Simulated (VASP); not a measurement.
Wanted: the native input for a VASP 6.6.1 run.

```yaml
Task: single point
Functional: r2SCAN
Potentials_or_basis: VASP PAW PBE potentials, release 64 (Ba_sv, Re_sv_GW)
Cutoff: 610 eV
k_mesh: 10 × 10 × 10
Occupations: gaussian, width 0.05 eV
Spin: no spin polarisation
Dipole_correction: no
Further_INCAR_settings: ALGO = Normal; EDIFF = 1e-06; NBANDS = 20
```

The system is BaRe.

```xyz
2
Lattice="3.7046 0.0000 0.0000 0.0000 3.7046 0.0000 0.0000 0.0000 3.7046" Properties=species:S:1:pos:R:3 pbc="T T T"
Ba    0.0000    0.0000    0.0000
Re    1.8523    1.8523    1.8523
```

The input as run:

POSCAR

```
BaRe
1.0
    3.7045746453      0.0000000000      0.0000000000
    0.0000000000      3.7045746453      0.0000000000
    0.0000000000      0.0000000000      3.7045746453
Ba Re
1 1
Direct
    0.0000000000      0.0000000000      0.0000000000
    0.5000000000      0.5000000000      0.5000000000
```

INCAR.step1

```
PREC = Accurate ; ENCUT = 610
ISMEAR = 0 ; SIGMA = 0.05
LREAL = False ; LASPH = True
NELM = 120 ; NBANDS = 20
GGA = PE ; ALGO = Normal
EDIFF = 1E-5 ; LWAVE = True
LCHARG = False ; GGA_COMPAT = False
```

INCAR.step2

```
PREC = Accurate ; ENCUT = 610
EDIFF = 1E-6 ; ISMEAR = 0
SIGMA = 0.05 ; LREAL = False
LASPH = True ; NELM = 120
ALGO = Normal ; ISIF = 2
LWAVE = False ; LCHARG = False
METAGGA = R2SCAN ; LMIXTAU = True
NBANDS = 20 ; ISTART = 1
GGA_COMPAT = False
```

KPOINTS

```
regular mesh
0
Gamma
  10 10 10
```

Potentials or basis: VASP PAW PBE potentials, release 64 (Ba_sv, Re_sv_GW).

The run is started by

```bash
$ cat potpaw_PBE.64/Ba_sv/POTCAR potpaw_PBE.64/Re_sv_GW/POTCAR > POTCAR
$ cp INCAR.step1 INCAR
$ mpirun -np 1 vasp_std > vasp.out
$ cp INCAR.step2 INCAR
$ mpirun -np 1 vasp_std > vasp.out
```

It gave:

```
Pressure               : 1.7 GPa
Band gap on the k mesh : zero (an odd number of electrons rules out a gap without spin polarisation)
```

Caveat: the PAW data sets were made with another functional, which shifts forces and pressure a little; spin-orbit coupling is left out, which moves the levels of the heavy elements.

Wall time 110 s on 1 thread of Intel(R) Xeon(R) 6975P-C (Granite Rapids) (shared host), peak memory 0.23 GiB.
